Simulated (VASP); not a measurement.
A run of VASP 6.6.1:

File INCAR:

```
SYSTEM = Mg2Pd
PREC = Accurate ; ENCUT = 520
EDIFF = 1E-6 ; ISMEAR = 1
SIGMA = 0.1 ; LREAL = .FALSE.
LASPH = .TRUE. ; NELM = 60
ALGO = Normal ; ISIF = 2
LWAVE = .FALSE. ; LCHARG = .FALSE.
GGA = PS ; NBANDS = 14
```

Contents of KPOINTS:

```
regular mesh
0
G
  12 12 12
  0 0 0
```

Contents of POSCAR:

```
Mg2Pd
1.0
   -1.6200260000      1.6200260000      5.0401130000
    1.6200260000     -1.6200260000      5.0401130000
    1.6200260000      1.6200260000     -5.0401130000
Mg Pd
2 1
Direct
    0.6472170000      0.6472170000      0.0000000000
    0.3527830000      0.3527830000      0.0000000000
    0.0000000000      0.0000000000      0.0000000000
```

Potentials or basis: VASP PAW PBE potentials, release 64 (Mg, Pd).

Command:

```sh
$ cat potpaw_PBE.64/Mg/POTCAR potpaw_PBE.64/Pd/POTCAR > POTCAR
$ mpirun -np 1 vasp_std > vasp.out
```

Hardware: 1 thread of AMD EPYC 7R13, with other jobs on the host.

**Question.** How long does it take, and how much memory?

**Answer.** Run time: 5.9 min on 1 thread of AMD EPYC 7R13, on a shared host, peak memory 0.32 GiB. Counts: scf iterations 12, k points 163.
